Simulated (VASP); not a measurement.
# Na (Fd-3m) in VASP: a series of runs, part 3 of 3

VASP 6.6.1.

## (6) Single point, BLYP

This run uses another cell than the first one, of 62.10 Å³/atom, 1.136 times its volume.

INCAR reads:

```
SYSTEM = Na
AGGAC = 1.0 ; AGGAX = 1.0
ALDAC = 0.0 ; ALDAX = 1.0
ALGO = Normal ; EDIFF = 1E-6
ENCUT = 520 ; GGA = B5
ISIF = 2 ; ISMEAR = -1
LASPH = .TRUE. ; LCHARG = .TRUE.
LELF = .TRUE. ; LREAL = .FALSE.
LVHAR = .TRUE. ; LWAVE = .FALSE.
NBANDS = 14 ; NELM = 100
PREC = Accurate ; SIGMA = 0.1
```

KPOINTS reads:

```
k-points
0
G
  8 8 8
  0 0 0
```

POSCAR reads:

```
Na
1.0
    0.0000000000      3.9600461529      3.9600461529
    3.9600461529      0.0000000000      3.9600461529
    3.9600461529      3.9600461529      0.0000000000
Na
2
Direct
    0.1250000000      0.1250000000      0.1250000000
    0.8750000000      0.8750000000      0.8750000000
```

Potentials or basis: VASP PAW PBE potentials, release 64 (Na_pv).

The run is started by

```
> cat potpaw_PBE.64/Na_pv/POTCAR > POTCAR
> mpirun -np 1 vasp_std > vasp.out
```

OUTCAR:

```text
SYSTEM = Na
   EDIFF = 1E-6
   ENCUT = 520
   GGA = B5
   ISIF = 2
   ISMEAR = -1
   LASPH = .TRUE.
   LREAL = .FALSE.
   NELM = 100
   PREC = Accurate

 ion  position               nearest neighbor table
   1  0.125  0.125  0.125-
   2  0.875  0.875  0.875-

  LATTYP: Found a face centered cubic cell.
 ALAT       =     7.9200923058

  Lattice vectors:

 A1 = (   0.0000000000,   3.9600461529,   3.9600461529)
 A2 = (   3.9600461529,   0.0000000000,   3.9600461529)
 A3 = (   3.9600461529,   3.9600461529,   0.0000000000)

Analysis of symmetry for initial positions (statically):
=====================================================================
 Subroutine PRICEL returns:
 Original cell was already a primitive cell.

 Routine SETGRP: Setting up the symmetry group for a
 face centered cubic supercell.

 Subroutine GETGRP returns: Found 48 space group operations
 (whereof 12 operations were pure point group operations)
 out of a pool of 48 trial point group operations.

The static configuration has the point symmetry D_3d.
 The point group associated with its full space group is O_h .

Analysis of symmetry for dynamics (positions and initial velocities):
=====================================================================
 Subroutine PRICEL returns:
 Original cell was already a primitive cell.

 Routine SETGRP: Setting up the symmetry group for a
 face centered cubic supercell.

 Subroutine GETGRP returns: Found 48 space group operations
 (whereof 12 operations were pure point group operations)
 out of a pool of 48 trial point group operations.

The dynamic configuration has the point symmetry D_3d.
 The point group associated with its full space group is O_h .

 Subroutine INISYM returns: Found 48 space group operations
 (whereof 12 operations are pure point group operations),
 and found     1 'primitive' translations

----------------------------------------------------------------------------------------

                                     Primitive cell

  volume of cell :     124.2026

  direct lattice vectors                    reciprocal lattice vectors
[... 120 lines left out ...]
  volume of cell :      124.20
 maximum number of plane-waves:      3383
 NGX is ok and might be reduce to    42
   NGX = 21   NGY = 21   NGZ = 21

 number of electron      13.9999994 magnetization

 Free energy of the ion-electron system (eV)
  ---------------------------------------------------
  ext. energy  EPLUGINS =         0.00000000
  ---------------------------------------------------
  free energy    TOTEN  =        -1.44972680 eV

  energy without entropy =       -1.41882380  energy(sigma->0) =       -1.43427530

 E-fermi :  -0.4599     XC(G=0):  -4.6319

 val. band max:       -0.4807976081   @ k =   0.5000   0.5000   0.0000
 cond. band min:      -0.3937050961   @ k =  -0.3750   0.5000   0.1250
 fundamental gap:      0.0870925120
 Fermi energy:        -0.4599231121

 k-point     1 :       0.0000    0.0000    0.0000
  band No.  band energies     occupation
      1     -26.0715      2.00000
      2     -26.0715      2.00000
      3     -26.0715      2.00000
      4     -26.0485      2.00000
      5     -26.0485      2.00000
      6     -26.0485      2.00000
      7      -2.7634      2.00000
      8       3.6687      0.00000
      9       3.6687      0.00000
     10       3.6687      0.00000
     11       4.1167      0.00000
     12       4.1167      0.00000
     13       4.1167      0.00000
     14       5.4337      0.00000
[... 377 lines left out ...]
      1     -26.0757      2.00000
      2     -26.0745      2.00000
      3     -26.0662      2.00000
      4     -26.0541      2.00000
      5     -26.0456      2.00000
      6     -26.0445      2.00000
      7      -1.0651      1.99530
      8      -0.2729      0.26702
      9       1.4447      0.00000
     10       2.0139      0.00000
     11       4.0777      0.00000
     12       4.3045      0.00000
     13       5.9272      0.00000
     14       6.3496      0.00000

 [... further k-points ...]

------------------------ aborting loop because EDIFF is reached ----------------------------------------

  FORCE on cell =-STRESS in cart. coord.  units (eV):
  Direction    XX          YY          ZZ          XY          YZ          ZX
  --------------------------------------------------------------------------------------
  -------------------------------------------------------------------------------------
  Total        0.0293234      0.0293234      0.0293234     -0.0000000      0.0000000     -0.0000000
  in kB        0.3782636      0.3782636      0.3782636     -0.0000000      0.0000000     -0.0000000
  external PRESSURE =       0.3782636 kB  Pullay stress =       0.0000000 kB

 VOLUME and BASIS-vectors are now :
 -----------------------------------------------------------------------------
  energy-cutoff  :      520.00
  volume of cell :      124.20
      direct lattice vectors                 reciprocal lattice vectors
     0.000000000  3.960046153  3.960046153    -0.126261155  0.126261155  0.126261155
     3.960046153  0.000000000  3.960046153     0.126261155 -0.126261155  0.126261155
     3.960046153  3.960046153  0.000000000     0.126261155  0.126261155 -0.126261155

 POSITION                                       TOTAL-FORCE (eV/Angst)
 -----------------------------------------------------------------------------------
      0.99001      0.99001      0.99001        -0.000000      0.000000     -0.000000
      6.93008      6.93008      6.93008         0.000000     -0.000000      0.000000
 -----------------------------------------------------------------------------------
    total drift:                                0.000000      0.000000      0.000000

  FREE ENERGIE OF THE ION-ELECTRON SYSTEM (eV)
  ---------------------------------------------------
  free  energy   TOTEN  =        -1.4497268041 eV

  energy  without entropy=       -1.4188238021  energy(sigma->0) =       -1.43427530
```

OSZICAR:

```text
N       E                     dE             d eps       ncg     rms          rms(c)
DAV:   1     0.853446406568E+02    0.85345E+02   -0.71971E+03   860   0.826E+02
DAV:   2     0.194415062697E+01   -0.83400E+02   -0.82890E+02   866   0.238E+02
DAV:   3    -0.138794501903E+01   -0.33321E+01   -0.33299E+01  1034   0.571E+01
DAV:   4    -0.144133915789E+01   -0.53394E-01   -0.53393E-01   890   0.778E+00
DAV:   5    -0.144266124670E+01   -0.13221E-02   -0.13221E-02  1046   0.128E+00    0.202E-01
DAV:   6    -0.144551997528E+01   -0.28587E-02   -0.15376E-03   932   0.389E-01    0.133E-01
DAV:   7    -0.144942306253E+01   -0.39031E-02   -0.45133E-03   872   0.419E-01    0.408E-02
DAV:   8    -0.144973299003E+01   -0.30993E-03   -0.11026E-03   938   0.370E-01    0.156E-02
DAV:   9    -0.144972906452E+01    0.39255E-05   -0.14491E-04   950   0.189E-01    0.110E-02
DAV:  10    -0.144972558260E+01    0.34819E-05   -0.18231E-05  1020   0.634E-02    0.114E-03
DAV:  11    -0.144972669712E+01   -0.11145E-05   -0.16310E-06   884   0.704E-03    0.252E-04
DAV:  12    -0.144972680414E+01   -0.10702E-06   -0.49689E-08   556   0.192E-03
   1 F= -.14497268E+01 E0= -.14342753E+01  d E =-.309030E-01
```

stdout:

```text
POSCAR found type information on POSCAR Na
 POSCAR found :  1 types and       2 ions
 scaLAPACK will be used
 -----------------------------------------------------------------------------
|                                                                             |
|                                                                             |
|     You enforced a specific xc type in the INCAR file but a different       |
|     I HOPE YOU KNOW WHAT YOU ARE DOING!                                     |
|                                                                             |
 -----------------------------------------------------------------------------

 LDA part: xc-table for (Slater(with rela. corr.)+VWN5), standard interpolation
 POSCAR, INCAR and KPOINTS ok, starting setup
 FFT: planning ... GRIDC
 FFT: planning ... GRID_SOFT
 FFT: planning ... GRID
 WAVECAR not read
 entering main loop
```

It took 37 s on 1 thread of Intel Xeon Platinum 8488C (Sapphire Rapids), shared host; peak memory 0.25 GiB.

Results:

| Property | Result |
| --- | --- |
| Free energy | -1.4497 eV |
| Pressure | 0.0 GPa |
| Band gap on the k mesh | zero (band 7 reaches -0.28 eV, above the bottom of band 8 at -0.51 eV) |

Levels at points of the mesh, in eV from the Fermi level:
```csv
k point,band 3,band 4,band 5,band 6,band 7,band 8,band 9,band 10,band 11,band 12
"(0.00, 0.00, 0.00)",-25.61,-25.59,-25.59,-25.59,-2.30,4.13,4.13,4.13,4.58,4.58
"(0.50, 0.00, 0.00)",-25.61,-25.59,-25.59,-25.59,-0.90,-0.05,3.42,3.42,4.40,4.52
"(0.50, 0.50, 0.00)",-25.60,-25.60,-25.58,-25.58,-0.02,-0.02,2.24,2.24,3.07,3.07
```

Caveat: the PAW data sets were made with another functional, which shifts forces and pressure a little.

## (7) Overview

```tsv
cell	gap on the mesh (eV)	pressure (GPa)
a = 5.367 Å, angles 60.0°, 2 atoms	none	0.4
a = 5.447 Å, angles 60.0°, 2 atoms	none	0.3
a = 5.525 Å, angles 60.0°, 2 atoms	none	0.1
a = 5.600 Å, angles 60.0°, 2 atoms	none	0.0
```

Alike in all rows: task single point; level BLYP; potentials or basis VASP PAW PBE potentials, release 64 (Na_pv); no spin polarisation; k mesh 8 × 8 × 8; cutoff (eV) 520; smearing fermi-dirac 0.1 eV.

Caveats: the PAW data sets were made with another functional, which shifts forces and pressure a little.

Absolute energies hang on the potentials; compare differences alone.
